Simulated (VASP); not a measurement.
Input of a VASP 6.6.1 run:

File INCAR:

```
SYSTEM = C
PREC = Accurate
ENCUT = 600
EDIFF = 1E-6
ISMEAR = 0
SIGMA = 0.01
LREAL = .FALSE.
LASPH = .TRUE.
NELM = 80
ALGO = Normal
ISIF = 3
LWAVE = .FALSE.
LCHARG = .FALSE.
GGA = CA
IBRION = 2
NSW = 80
EDIFFG = -0.015
```

Contents of KPOINTS:

```
Automatic mesh
0
G
  12 8 8
  0 0 0
```

POSCAR

```
C
1.0
    1.2416565203     -2.1506121787      0.0000000000
    0.0000000000      0.0000000000     -4.1363369410
    3.7249695609      2.1506121787      0.0000000000
C
8
Direct
    0.5000000000      0.9371743353      0.1666666667
    0.0000000000      0.9371743353      0.6666666667
    0.0000000000      0.4371743353      0.3333333333
    0.5000000000      0.4371743353      0.8333333333
    0.5000000000      0.5628256647      0.1666666667
    0.0000000000      0.5628256647      0.6666666667
    0.0000000000      0.0628256647      0.3333333333
    0.5000000000      0.0628256647      0.8333333333
```

Potentials or basis: VASP PAW LDA potentials, release 64 (C).

Run with:

```sh
$ cat potpaw_LDA.64/C/POTCAR > POTCAR
$ mpirun -np 1 vasp_std > vasp.out
```

Q: What does it give for the relaxed cell?

A: a = 2.485 Å, b = 4.139 Å, c = 4.304 Å, α = 90.00°, β = 90.00°, γ = 90.00°.

Q: What does it give for the relaxed volume?

A: 5.53 Å³/atom.

Q: What does it give for the space group after relaxing (to 0.1 Å)?

A: P6_3/mmc (No. 194).

Final structure:
```cif
data_structure
_symmetry_space_group_name_H-M 'P 1'
_symmetry_Int_Tables_number 1
_cell_length_a 2.4847
_cell_length_b 4.1386
_cell_length_c 4.3037
_cell_angle_alpha 90.000
_cell_angle_beta 90.000
_cell_angle_gamma 90.000
_cell_volume 44.26
loop_
_atom_site_label
_atom_site_type_symbol
_atom_site_fract_x
_atom_site_fract_y
_atom_site_fract_z
_atom_site_occupancy
C1 C 0.50000 0.93714 0.16667 1
C2 C 0.00000 0.93714 0.66667 1
C3 C 0.00000 0.43714 0.33333 1
C4 C 0.50000 0.43714 0.83333 1
C5 C 0.50000 0.56286 0.16667 1
C6 C 0.00000 0.56286 0.66667 1
C7 C 0.00000 0.06286 0.33333 1
C8 C 0.50000 0.06286 0.83333 1
```
